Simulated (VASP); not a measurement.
A run of VASP 6.6.1 is set up as follows.

File INCAR:

```
PREC = Accurate
ENCUT = 520
EDIFF = 1E-7
ISMEAR = 0
SIGMA = 0.1
LREAL = False
LASPH = True
NELM = 80
ALGO = Normal
ISIF = 2
LWAVE = False
LCHARG = False
GGA = PE
NBANDS = 27
```

File KPOINTS:

```
Automatic mesh
0
Gamma
  4 4 8
```

Contents of POSCAR:

```
Se
1.0
    7.3868635042      0.0000000000      0.0000000000
    0.0000000000      7.3868635042      0.0000000000
    0.0000000000      0.0000000000      2.6918457368
Se
6
Direct
    0.1525678116      0.3474321884      0.0000000000
    0.3474321884      0.8474321884      0.0000000000
    0.8474321884      0.6525678116      0.0000000000
    0.6525678116      0.1525678116      0.0000000000
    0.0000000000      0.0000000000      0.0000000000
    0.5000000000      0.5000000000      0.0000000000
```

Potentials or basis: VASP PAW PBE potentials, release 64 (Se).

The run is started by

```bash
$ cat potpaw_PBE.64/Se/POTCAR > POTCAR
$ mpirun -np 1 vasp_std > vasp.out
```

Question: Estimate the pressure.

Answer: 0.4 GPa.

Question: Predict the largest force.

Answer: 0.005 eV/Å.

Question: Estimate the band gap on the k mesh.

Answer: Zero (bands 18 and 19 overlap by 2.84 eV).

Forces on the atoms (eV/Å):
```
Se   0.003 -0.003  0.000
Se  -0.003 -0.003  0.000
Se  -0.003  0.003  0.000
Se   0.003  0.003  0.000
Se   0.000  0.000  0.000
Se   0.000  0.000  0.000
```
